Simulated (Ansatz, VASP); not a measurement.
# Two plane-wave programs on PtSe2

```
Pt Se
1.0
     3.79704    0.00000    0.00000
    -1.89852    3.28833    0.00000
     0.00000    0.00000    5.16128
Pt Se
1 2
Cartesian
  0.0000 0.0000 0.0000
  1.8985 1.0961 3.8710
  0.0000 2.1922 1.2903
```

Alike in both runs: task single point; functional LDA; k mesh 8 × 8 × 5; occupations fermi-dirac, width 0.05 eV; no spin polarisation.

|  | VASP | Ansatz |
| --- | --- | --- |
| version | VASP 6.6.1 | Ansatz 0.2.0 |
| potentials or method | VASP PAW LDA potentials, release 64 (Pt, Se) | JTH PAW LDA |
| plane-wave cutoff (eV) | 520 | 750 |
| valence electrons in the cell | 22 | 22 |

VASP gave:

| Property | Result |
| --- | --- |
| gap on the k mesh at the Fermi level (eV) | none |
| pressure (GPa) | -6.9 |
| traceless stress, the component that is largest in VASP (GPa) | 0.89 |
| rms of the force components (eV/Å) | 0.197 |

Problem. Which values does Ansatz return?

Solution. gap on the k mesh at the Fermi level (eV): none; pressure (GPa): -7.0; traceless stress, the component that is largest in VASP (GPa): 0.92; rms of the force components (eV/Å): 0.197.

LDA's correlation is that of Perdew and Zunger in VASP and of Perdew and Wang (1992) in Ansatz. Atom by atom the forces differ by 0.000 eV/Å (rms over components). A gap of «none» marks a metal or a gap that the smearing closes.

Neither program's run includes spin-orbit coupling.
